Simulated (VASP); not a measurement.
Here is a VASP 6.6.1 calculation.

File INCAR:

```
SYSTEM = Ir6O
PREC     = Accurate       ! precision mode
ENCUT    = 520            ! plane-wave cutoff, eV
EDIFF    = 1E-6           ! SCF threshold, eV
ISMEAR   = -1             ! smearing method
SIGMA    = 0.05           ! smearing width, eV
LREAL    = .FALSE.        ! projectors in reciprocal space
LASPH    = .TRUE.         ! aspherical terms in the spheres
NELM     = 80             ! most SCF steps
ALGO     = Normal         ! electronic algorithm
ISIF     = 2              ! what is computed and relaxed
LWAVE    = .FALSE.        ! write WAVECAR
LCHARG   = .FALSE.        ! write CHGCAR
LDIPOL   = .TRUE.       
IDIPOL   = 3            
DIPOL    = 0.5 0.5 0.461
GGA      = PE             ! functional
NBANDS   = 73             ! bands
```

KPOINTS

```
Automatic mesh
0
G
  6 6 1
  0 0 0
```

POSCAR

```
Ir6O
1.0
    5.4297315514      0.0000000000      0.0000000000
   -2.7148657757      4.7022854592      0.0000000000
    0.0000000000      0.0000000000     23.6682572471
Ir O
12 2
Direct
    0.3333333333      0.1666666667      0.3380054525
    0.3333333333      0.6666666667      0.3380054525
    0.8333333333      0.1666666667      0.3380054525
    0.8333333333      0.6666666667      0.3380054525
    0.6666666667      0.3333333333      0.4316616351
    0.6666666667      0.8333333333      0.4316616351
    0.1666666667      0.3333333333      0.4316616351
    0.1666666667      0.8333333333      0.4316616351
    0.0000000000      0.5000000000      0.5253178178
    0.0000000000      0.0000000000      0.5253178178
    0.5000000000      0.5000000000      0.5253178178
    0.5000000000      0.0000000000      0.5253178178
    0.2500000000      0.5000000000      0.6106641945
    0.2500000000      0.5000000000      0.6628395612
```

Potentials or basis: VASP PAW PBE potentials, release 64 (Ir, O).

The run is started by

```bash
$ cat potpaw_PBE.64/Ir/POTCAR potpaw_PBE.64/O/POTCAR > POTCAR
$ mpirun -np 1 vasp_std > vasp.out
```

**Question.** What does it give for the largest force?

**Answer.** 2.417 eV/Å.

**Question.** Estimate the band gap on the k mesh.

**Answer.** Zero (bands 60 and 61 overlap by 1.04 eV).

Forces on the atoms (eV/Å):
```
Ir  -0.002  0.019  0.229
Ir   0.000 -0.016  0.345
Ir   0.002  0.019  0.229
Ir   0.000  0.029  0.421
Ir   0.000  0.033  0.267
Ir   0.039 -0.037  0.073
Ir   0.000 -0.045 -0.263
Ir  -0.039 -0.037  0.073
Ir   0.000  0.040  0.046
Ir   0.000 -0.071 -0.479
Ir   0.000  0.040  0.046
Ir   0.000  0.019 -0.596
O    0.000 -0.034 -2.417
O    0.000  0.041  2.027
```

Caveat: the standard files for N, O and F lose accuracy on very short bonds; spin-orbit coupling is left out, which moves the levels of the heavy elements.
